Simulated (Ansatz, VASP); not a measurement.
# HgTe: VASP beside Ansatz

File INCAR:

```
  PREC = Accurate
  ENCUT = 520
  EDIFF = 1E-7
  ISMEAR = -1
  SIGMA = 0.05
  LREAL = False
  LASPH = True
  NELM = 60
  ALGO = Normal
  ISIF = 2
  LWAVE = False
  LCHARG = False
  GGA = PE
  NBANDS = 16
```

Contents of KPOINTS:

```
Automatic mesh
0
Gamma
  6 6 6
```

File POSCAR:

```
HgTe
1.0
    0.0000000000      3.0859200000      3.2145000000
    3.0859200000      0.0000000000      3.2145000000
    3.0859200000      3.0859200000      0.0000000000
Hg Te
1 1
Direct
    0.0000000000      0.0000000000      0.0000000000
    0.7500000000      0.7500000000      0.7500000000
```

Contents of input.yaml:

```yaml
crystal:
  lattice:
    - [0.0, 3.08592, 3.2145]
    - [3.08592, 0.0, 3.2145]
    - [3.08592, 3.08592, 0.0]
  atoms:
    - { symbol: Hg, position: [0.0, 0.0, 0.0] }
    - { symbol: Te, position: [0.75, 0.75, 0.75] }
hamiltonian:
  xc: pbe
  pseudopotentials: { kind: paw }
kpoints:
  mp_grid: { grid: [6, 6, 6] }
scf:
  occupations: { method: fermi_dirac, width: 0.05 }
output:
  forces: true
  stress: true
  eigenvalues: true
```

Alike in both runs: task single point; functional PBE; k mesh 6 × 6 × 6; occupations fermi-dirac, width 0.05 eV; no spin polarisation.

```csv
,VASP,Ansatz
version,VASP 6.6.1,Ansatz 0.2.0
potentials or method,"VASP PAW PBE potentials, release 64 (Hg, Te)",Ansatz PAW
plane-wave cutoff (eV),520,420
valence electrons in the cell,18,36
```

VASP gave:

* gap on the k mesh at the Fermi level (eV): none
* pressure (GPa): 10.3
* traceless stress, the component that is largest in VASP (GPa): -0.20

**Question.** Estimate Ansatz's values.

**Answer.** gap on the k mesh at the Fermi level (eV): none; pressure (GPa): 10.1; traceless stress, the component that is largest in VASP (GPa): -0.20.

A gap of «none» marks a metal or a gap that the smearing closes. The functional is the same, so the differences come from potentials, cutoffs and numerics. VASP's potentials hold 18 valence electrons a cell and Ansatz's 36, so a difference there can come from the potentials and not from the codes.

Spin-orbit coupling is off throughout.
